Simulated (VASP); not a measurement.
# BN (Fmm2) in VASP: notebook

Aim: see how the results for BN move with the level of theory and the settings. Levels: PBE+D3(BJ), r2SCAN+rVV10. Tasks: relaxation of cell and atoms.

Everything below comes from runs of VASP 6.6.1. Logs are shortened: lines on timing, memory, paths and dates and some standing lists are left out, and cuts for length are marked.

### Step 1. The cell of the first run

It takes space group Fmm2 (No. 42, orthorhombic). The conventional cell has a = 2.503 Å, b = 6.991 Å, c = 4.332 Å, α = 90.00°, β = 90.00°, γ = 90.00°. B (site symmetry mm2) has 3 N at 1.44 Å within 1.9 Å. N (site symmetry mm2) has 3 B at 1.44 Å within 1.9 Å.

### Step 2. Relaxation of cell and atoms, PBE+D3(BJ)

INCAR

```
SYSTEM = BN
PREC     = Accurate       ! precision mode
ENCUT    = 600            ! plane-wave cutoff, eV
EDIFF    = 1E-6           ! SCF threshold, eV
ISMEAR   = -1             ! smearing method
SIGMA    = 0.02           ! smearing width, eV
LREAL    = .FALSE.        ! projectors in reciprocal space
LASPH    = .TRUE.         ! aspherical terms in the spheres
NELM     = 80             ! most SCF steps
ALGO     = Normal         ! electronic algorithm
ISIF     = 3              ! what is computed and relaxed
LWAVE    = .FALSE.        ! write WAVECAR
LCHARG   = .FALSE.        ! write CHGCAR
GGA      = PE             ! functional
IVDW     = 12             ! dispersion correction
IBRION   = 2              ! ionic algorithm
NSW      = 80             ! ionic steps
EDIFFG   = -0.005         ! ionic threshold
```

KPOINTS

```
regular mesh
0
G
  10 10 10
  0 0 0
```

POSCAR

```
BN
1.0
    0.0000000000      3.4953158300      2.1660912400
    1.2516321000      0.0000000000      2.1660912400
    1.2516321000      3.4953158300      0.0000000000
B N
1 1
Direct
    0.0000486500      0.0000486500      0.9999513500
    0.6666513400      0.6666513400      0.3333486600
```

Potentials or basis: VASP PAW PBE potentials, release 64 (B, N).

The run is started by

```
cat potpaw_PBE.64/B/POTCAR potpaw_PBE.64/N/POTCAR > POTCAR
mpirun -np 1 vasp_std > vasp.out
```

OUTCAR:

```text
SYSTEM = BN
   PREC = Accurate
   ENCUT = 600
   EDIFF = 1E-6
   ISMEAR = -1
   LREAL = .FALSE.
   LASPH = .TRUE.
   NELM = 80
   ISIF = 3
   GGA = PE
   IVDW = 12
   IBRION = 2
   NSW = 80
   EDIFFG = -0.005
 IVDW          = 12

 ion  position               nearest neighbor table
   1  0.000  0.000  1.000-   2 1.44   2 1.44   2 1.44
   2  0.667  0.667  0.333-   1 1.44   1 1.44   1 1.44

  LATTYP: Found a face centered orthorhombic cell.
 ALAT       =     2.5032642000
 B/A-ratio  =     1.7306133647
 C/A-ratio  =     2.7926064137

  Lattice vectors:

 A1 = (   0.0000000000,   3.4953158300,   2.1660912400)
 A2 = (  -1.2516321000,   3.4953158300,   0.0000000000)
 A3 = (  -1.2516321000,   0.0000000000,   2.1660912400)

Analysis of symmetry for initial positions (statically):
=====================================================================
 Subroutine PRICEL returns:
 Original cell was already a primitive cell.

 Routine SETGRP: Setting up the symmetry group for a
 face centered orthorhombic supercell.

 Subroutine GETGRP returns: Found  4 space group operations
 (whereof  4 operations were pure point group operations)
 out of a pool of  8 trial point group operations.

The static configuration has the point symmetry C_2v.

Analysis of symmetry for dynamics (positions and initial velocities):
=====================================================================
 Subroutine PRICEL returns:
 Original cell was already a primitive cell.

 Routine SETGRP: Setting up the symmetry group for a
 face centered orthorhombic supercell.

 Subroutine GETGRP returns: Found  4 space group operations
 (whereof  4 operations were pure point group operations)
 out of a pool of  8 trial point group operations.

The dynamic configuration has the point symmetry C_2v.

 Subroutine INISYM returns: Found  4 space group operations
 (whereof  4 operations are pure point group operations),
 and found     1 'primitive' translations

----------------------------------------------------------------------------------------

                                     Primitive cell

  volume of cell :      18.9526

  direct lattice vectors                    reciprocal lattice vectors
     0.000000000  3.495315830  2.166091240    -0.399478409  0.143048590  0.230830535
     1.251632100  0.000000000  2.166091240     0.399478409 -0.143048590  0.230830535
     1.251632100  3.495315830  0.000000000     0.399478409  0.143048590 -0.230830535

  length of vectors
     4.112077822  2.501706252  3.712656147     0.483041027  0.483041027  0.483041027

  position of ions in fractional coordinates (direct lattice)
     0.000048650  0.000048650  0.999951350
     0.666651340  0.666651340  0.333348660

  ion indices of the primitive-cell ions
   primitive index   ion index
                 1           1
                 2           2

----------------------------------------------------------------------------------------

 KPOINTS: regular mesh

Automatic generation of k-mesh.
 Grid dimensions read from file:
 generate k-points for:   10   10   10

 Generating k-lattice:

  Cartesian coordinates                     Fractional coordinates (reciprocal lattice)
    -0.039947841  0.014304859  0.023083054     0.100000000  0.000000000  0.000000000
     0.039947841 -0.014304859  0.023083054     0.000000000  0.100000000  0.000000000
     0.039947841  0.014304859 -0.023083054     0.000000000  0.000000000  0.100000000

  Length of vectors
     0.048304103  0.048304103  0.048304103

  Shift w.r.t. Gamma in fractional coordinates (k-lattice)
     0.000000000  0.000000000  0.000000000

 Subroutine IBZKPT returns following result:
 ===========================================

 Found    171 irreducible k-points:

 Following reciprocal coordinates:
            Coordinates               Weight
  0.000000  0.000000  0.000000      1.000000
  0.100000 -0.000000 -0.000000      8.000000
  0.200000 -0.000000 -0.000000      8.000000
  0.300000 -0.000000 -0.000000      8.000000
  0.400000  0.000000  0.000000      8.000000
  0.500000 -0.000000 -0.000000      4.000000
[... 16 lines left out ...]
  0.300000  0.300000  0.000000      2.000000
  0.400000  0.300000  0.000000      8.000000
 [... further k-points ...]
   k-points           NKPTS =    171   k-points in BZ     NKDIM =    171   number of bands    NBANDS=      8
   number of dos      NEDOS =    301   number of ions     NIONS =      2
   total plane-waves  NPLWV =  21600
   dimension x,y,z NGX =    36 NGY =   20 NGZ =   30
   dimension x,y,z NGXF=    72 NGYF=   40 NGZF=   60
   ions per type =               1   1
   NGX,Y,Z   is equivalent  to a cutoff of  14.55, 13.29, 13.43 a.u.
   NGXF,Y,Z  is equivalent  to a cutoff of  29.11, 26.58, 26.87 a.u.
 SYSTEM =  BN
   PREC   = accura    normal or accurate (medium, high low for compatibility)
   ISTART =      0    job   : 0-new  1-cont  2-samecut
   ICHARG =      2    charge: 1-file 2-atom 10-const
   ISPIN  =      1    spin polarized calculation?
   LNONCOLLINEAR =      F non collinear calculations
   LSORBIT =      F    spin-orbit coupling
   LASPH  =      T    aspherical Exc in radial PAW
   ENCUT  =  600.0 eV  44.10 Ry    6.64 a.u.   8.21  5.00  7.42*2*pi/ulx,y,z
   NELM   =     80;   NELMIN=  2; NELMDL= -5     # of ELM steps
   EDIFF  = 0.1E-05   stopping-criterion for ELM
   LREAL  =      F    real-space projection
   EDIFFG = -.5E-02   stopping-criterion for IOM
   NSW    =     80    number of steps for IOM
   IBRION =      2    ionic relax: 0-MD 1-quasi-New 2-CG
   NFREE  =      1    steps in history (QN), initial steepest desc. (CG)
   ISIF   =      3    stress and relaxation
   ISYM   =      2    0-nonsym 1-usesym 2-fastsym
   POTIM  = 0.5000    time-step for ionic-motion
   TEBEG  =    0.0;   TEEND  =   0.0 temperature during run
   PSTRESS=    0.0 pullay stress
   NELECT =       8.0000    total number of electrons
   NUPDOWN=      -1.0000    fix difference up-down
   EMIN   =  10.00;   EMAX   =-10.00  energy-range for DOS
   EFERMI =   0.00;   METHOD = LEGACY
   ISMEAR =    -1;   SIGMA  =   0.02  broadening in eV -4-tet -1-fermi 0-gaus
   EFERMI_NEDOS =   21; number of points for ismear=-14 and -15
   IALGO  =     38    algorithm
   IMIX   =      4    mixing-type and parameters
     AMIX     =   0.40;   BMIX     =  1.00
     AMIX_MAG =   1.60;   BMIX_MAG =  1.00
  volume/ion in A,a.u.               =       9.48        63.95
  Fermi-wavevector in a.u.,A,eV,Ry     =   1.228047  2.320672 20.518928  1.508099
  Thomas-Fermi vector in A             =   2.362987
   LORBIT       =      0    0 simple, 1 ext, 2 COOP (PROOUT), +10 PAW based schemes
   GGA     = PE    functional components
   LHFCALC =     F    Hartree Fock is set to
   AEXX    =    0.0000 exact exchange contribution
   IVDW    =    12    specifies the selected vdW correction
   LEPSILON=     F    determine dielectric tensor
   LRPA    =     F    only Hartree local field effects (RPA)
 conjugate gradient relaxation of ions
 non-spin polarized calculation
  energy-cutoff  :      600.00
  volume of cell :       18.95
 maximum number of plane-waves:       654
 NGX is ok and might be reduce to    36
   NGX = 17   NGY =  9   NGZ = 15

--------------------------------------- Ionic step        1  -------------------------------------------

 number of electron       8.0000000 magnetization

 Free energy of the ion-electron system (eV)
  ---------------------------------------------------
  ext. energy  EPLUGINS =         0.00000000
  ---------------------------------------------------
  free energy    TOTEN  =       -17.59005717 eV

  energy without entropy =      -17.59005717  energy(sigma->0) =      -17.59005717

------------------------ aborting loop because EDIFF is reached ----------------------------------------

 Edisp (eV)   -0.26551

 E8    (eV) :    -0.0773

  FORCE on cell =-STRESS in cart. coord.  units (eV):
  Direction    XX          YY          ZZ          XY          YZ          ZX
  --------------------------------------------------------------------------------------
  -------------------------------------------------------------------------------------
  Total       0.19880    -0.14978     0.20387     0.00000     0.00000     0.00000
  in kB      16.80568   -12.66141    17.23471     0.00000     0.00000     0.00000
  external pressure =        7.13 kB  Pullay stress =        0.00 kB
[... 97 lines left out ...]
  FREE ENERGIE OF THE ION-ELECTRON SYSTEM (eV)
  ---------------------------------------------------
  free  energy   TOTEN  =       -17.8561012826 eV

  energy  without entropy=      -17.8561012826  energy(sigma->0) =      -17.85610128

 E-fermi :   2.4762     XC(G=0):  -9.8439

 val. band max:        2.0586794429   @ k =   0.4000  -0.4000   0.1000
 cond. band min:       5.8536740357   @ k =   0.0000   0.5000   0.5000
 fundamental gap:      3.7949945929
 Fermi energy:         2.4761789731

 k-point     1 :       0.0000    0.0000    0.0000
  band No.  band energies     occupation
      1     -15.7565      2.00000
      2      -2.2723      2.00000
      3       0.6506      2.00000
      4       0.6873      2.00000
      5       7.0392      0.00000
      6      13.5762      0.00000
      7      13.5898      0.00000
      8      15.0328      0.00000
[... 243 lines left out ...]
 k-point    24 :       0.4000    0.3000    0.0000
  band No.  band energies     occupation
      1     -13.4962      2.00000
      2      -5.2204      2.00000
      3      -2.1827      2.00000
      4       0.4947      2.00000
      5       9.4628      0.00000
      6      10.7898      0.00000
      7      13.9203      0.00000
      8      17.9742      0.00000

 [... further k-points ...]

[... ionic steps 4 to 18 ...]

--------------------------------------- Ionic step       19  -------------------------------------------

 number of electron       8.0000000 magnetization

------------------------ aborting loop because EDIFF is reached ----------------------------------------

 Edisp (eV)   -0.28342

 E8    (eV) :    -0.0831
[... 69 lines left out ...]
  energy  without entropy=      -17.8605311663  energy(sigma->0) =      -17.86053117

--------------------------------------- Ionic step       21  -------------------------------------------

 number of electron       8.0000000 magnetization

 Free energy of the ion-electron system (eV)
  ---------------------------------------------------
  ext. energy  EPLUGINS =         0.00000000
  ---------------------------------------------------
  free energy    TOTEN  =       -17.57719178 eV

  energy without entropy =      -17.57719178  energy(sigma->0) =      -17.57719178

 E-fermi :   2.8299     XC(G=0): -10.0987

 val. band max:        2.4329469978   @ k =   0.5000  -0.4000   0.1000
 cond. band min:       6.0303541079   @ k =   0.0000   0.5000   0.5000
 fundamental gap:      3.5974071102
 Fermi energy:         2.8299375304

 k-point     1 :       0.0000    0.0000    0.0000
  band No.  band energies     occupation
      1     -15.4980      2.00000
      2      -1.7708      2.00000
      3       0.9800      2.00000
      4       0.9873      2.00000
      5       7.5582      0.00000
      6      13.8624      0.00000
      7      13.9633      0.00000
      8      15.4425      0.00000
[... 243 lines left out ...]
 k-point    24 :       0.4000    0.3000    0.0000
  band No.  band energies     occupation
      1     -13.2212      2.00000
      2      -4.9367      2.00000
      3      -1.8751      2.00000
      4       0.9439      2.00000
      5       9.8980      0.00000
      6      11.2640      0.00000
      7      14.3398      0.00000
      8      18.3766      0.00000

 [... further k-points ...]

------------------------ aborting loop because EDIFF is reached ----------------------------------------

 Edisp (eV)   -0.28334

 E8    (eV) :    -0.0831

  FORCE on cell =-STRESS in cart. coord.  units (eV):
  Direction    XX          YY          ZZ          XY          YZ          ZX
  --------------------------------------------------------------------------------------
  -------------------------------------------------------------------------------------
  Total       0.00373    -0.00185     0.00287     0.00000     0.00000     0.00000
  in kB       0.33250    -0.16481     0.25587     0.00000     0.00000     0.00000
  external pressure =        0.14 kB  Pullay stress =        0.00 kB
[... 17 lines left out ...]
  FREE ENERGIE OF THE ION-ELECTRON SYSTEM (eV)
  ---------------------------------------------------
  free  energy   TOTEN  =       -17.8605311520 eV

  energy  without entropy=      -17.8605311519  energy(sigma->0) =      -17.86053115

 reached required accuracy - stopping structural energy minimisation
```

Wall time 2.6 min (1 thread of Intel Xeon Platinum 8559C (Emerald Rapids), shared host); peak memory 0.18 GiB.

Results:

- Free energy: -17.8605 eV
- Relaxed volume: 8.99 Å³/atom
- Relaxed cell: a = 3.955 Å, b = 2.505 Å, c = 3.537 Å, α = 79.78°, β = 38.56°, γ = 61.66°
- Space group after relaxing (to 0.05 Å): Fmm2 (No. 42)
- Energy gained by relaxing: 2.5 meV/atom
- Ionic steps: 21
- Pressure after relaxing: 0.0 GPa
- Largest force after relaxing: 0.004 eV/Å
- Band gap on the k mesh: 3.60 eV, indirect (least direct gap 4.66 eV)
- Dispersion energy per atom: -0.142 eV

Forces in eV/Å, atoms in the order of the input:
```
B    0.000  0.000  0.004
N    0.000  0.000 -0.004
```

Step by step:
```
step  energy change (eV)  largest force (eV/Å)  pressure (GPa)  volume (Å³)
   1              0.0000                0.0096            0.71        18.95
   2              0.0004                0.0289           -2.56        19.07
   3             -0.0005                0.0074           -0.71        19.00
   4             -0.0011                0.0127           -0.67        18.93
   5             -0.0025                0.0733           -0.64        18.70
   6             -0.0041                0.1961           -0.47        18.24
   7             -0.0043                0.1628           -0.41        18.22
   8             -0.0048                0.0638           -0.22        18.13
   9             -0.0047                0.1323            0.12        17.95
  10             -0.0049                0.0239           -0.11        18.05
  11             -0.0049                0.0331           -0.07        18.04
  12             -0.0049                0.0307           -0.04        18.03
  13             -0.0050                0.0239            0.06        17.99
  14             -0.0050                0.0216            0.08        17.98
  15             -0.0050                0.0171            0.16        17.96
  16             -0.0050                0.0194            0.13        17.97
  17             -0.0050                0.0204            0.12        17.97
  18             -0.0050                0.0210            0.11        17.98
  19             -0.0050                0.0213            0.11        17.98
  20             -0.0050                0.0054            0.05        17.98
  21             -0.0050                0.0038            0.01        17.98
```

Final structure:
```
B N
1.0
     0.00000    3.30738    2.16846
     1.25382    0.00000    2.16846
     1.25382    3.30738    0.00000
B N
1 1
Direct
  0.00010 0.00010 0.99990
  0.66660 0.66660 0.33340
```

Levels at points of the mesh, in eV from the valence-band top:
```tsv
k point	band 1	band 2	band 3	band 4	band 5	band 6	band 7	band 8
(0.00, 0.00, 0.00)	-17.93	-4.20	-1.45	-1.45	5.13	11.43	11.53	13.01
(0.50, 0.00, 0.00)	-14.70	-9.01	-4.24	-1.05	4.56	9.78	13.57	16.23
(0.50, 0.50, 0.00)	-14.77	-9.15	-4.23	-0.37	6.02	9.36	12.36	14.05
(0.50, 0.00, 0.50)	-17.63	-6.35	-1.49	-1.44	10.15	11.36	11.47	12.18
(0.00, 0.50, 0.50)	-14.61	-8.86	-4.30	-1.66	3.60	9.77	14.87	18.99
```

### Step 3. Relaxation of cell and atoms, r2SCAN+rVV10

This run uses another cell than the first one, of 9.08 Å³/atom, 0.958 times its volume.

POSCAR

```
BN
1.0
    0.0000000000      3.3393983313      2.1688414181
    1.2538485156      0.0000000000      2.1688414181
    1.2538485156      3.3393983313      0.0000000000
B N
1 1
Direct
    0.0001069422      0.0001069422      0.9998930578
    0.6665930478      0.6665930478      0.3334069522
```

INCAR.step1

```
  PREC = Accurate
  ENCUT = 600
  ISMEAR = -1
  SIGMA = 0.02
  LREAL = F
  LASPH = T
  NELM = 100
  GGA = PE
  ALGO = Normal
  EDIFF = 1E-4
  LWAVE = T
  LCHARG = F
```

INCAR.step2

```
  PREC = Accurate
  ENCUT = 600
  EDIFF = 1E-6
  ISMEAR = -1
  SIGMA = 0.02
  LREAL = F
  LASPH = T
  NELM = 100
  ALGO = Normal
  ISIF = 3
  LWAVE = F
  LCHARG = F
  METAGGA = R2SCAN
  LMIXTAU = T
  LUSE_VDW = T
  IVDW_NL = 2
  BPARAM = 11.95
  CPARAM = 0.0093
  IBRION = 2
  NSW = 80
  EDIFFG = -0.005
  ISTART = 1
```

KPOINTS

```
regular mesh
0
Gamma
  10 10 10
```

Potentials or basis: VASP PAW PBE potentials, release 64 (B, N).

The run is started by

```
cat potpaw_PBE.64/B/POTCAR potpaw_PBE.64/N/POTCAR > POTCAR
cp INCAR.step1 INCAR
mpirun -np 1 vasp_std > vasp.out
cp INCAR.step2 INCAR
mpirun -np 1 vasp_std > vasp.out
```

Run time: 12 min. Hardware: 1 thread of Intel Xeon Platinum 8559C (Emerald Rapids), shared host; peak memory 0.25 GiB.

It converged, with:

```yaml
Free_energy: -19.1205 eV
Relaxed_volume: 8.89 Å³/atom
Relaxed_cell: a = 3.931 Å, b = 2.501 Å, c = 3.512 Å, α = 79.72°, β = 38.76°, γ = 61.53°
Space_group_after_relaxing_to_0.05_Å: Fmm2 (No. 42)
Energy_gained_by_relaxing: 0.5 meV/atom
Ionic_steps: 10
Pressure_after_relaxing: 0.0 GPa
Band_gap_on_the_k_mesh: 3.98 eV, indirect (least direct gap 5.34 eV)
```

Forces on the atoms (eV/Å):
```
B    0.000  0.000  0.002
N    0.000  0.000 -0.002
```

The path:
```csv
step,energy change (eV),largest force (eV/Å),pressure (GPa),volume (Å³)
1,0.0000,0.0012,-1.44,18.16
2,0.0009,0.0069,2.32,17.95
3,-0.0004,0.0016,-0.13,18.09
4,-0.0005,0.0030,-0.11,18.06
5,-0.0008,0.0167,-0.06,17.97
6,-0.0010,0.0441,0.05,17.80
7,-0.0010,0.0772,-0.07,17.77
8,-0.0011,0.0031,0.00,17.79
9,-0.0011,0.0020,0.00,17.79
10,-0.0011,0.0020,-0.04,17.78
```

Final structure:
```
B N
1.0
     0.00000    3.28084    2.16484
     1.25194    0.00000    2.16484
     1.25194    3.28084    0.00000
B N
1 1
Direct
  0.00012 0.00012 0.99988
  0.66658 0.66658 0.33342
```

Levels at points of the mesh, in eV from the valence-band top:
```csv
k point,band 1,band 2,band 3,band 4,band 5,band 6,band 7,band 8
"(0.00, 0.00, 0.00)",-19.02,-4.33,-1.51,-1.51,5.41,12.17,12.28,14.32
"(0.50, 0.00, 0.00)",-15.67,-9.44,-4.44,-1.11,5.08,10.48,14.27,17.15
"(0.50, 0.50, 0.00)",-15.74,-9.59,-4.43,-0.36,6.80,10.00,12.86,14.73
"(0.50, 0.00, 0.50)",-18.70,-6.65,-1.56,-1.50,10.93,12.09,12.21,13.08
"(0.00, 0.50, 0.50)",-15.56,-9.28,-4.51,-1.77,3.98,10.45,15.75,20.35
```

Caveat: the PAW data sets were made with another functional, which shifts forces and pressure a little. A k mesh can miss the band edges.
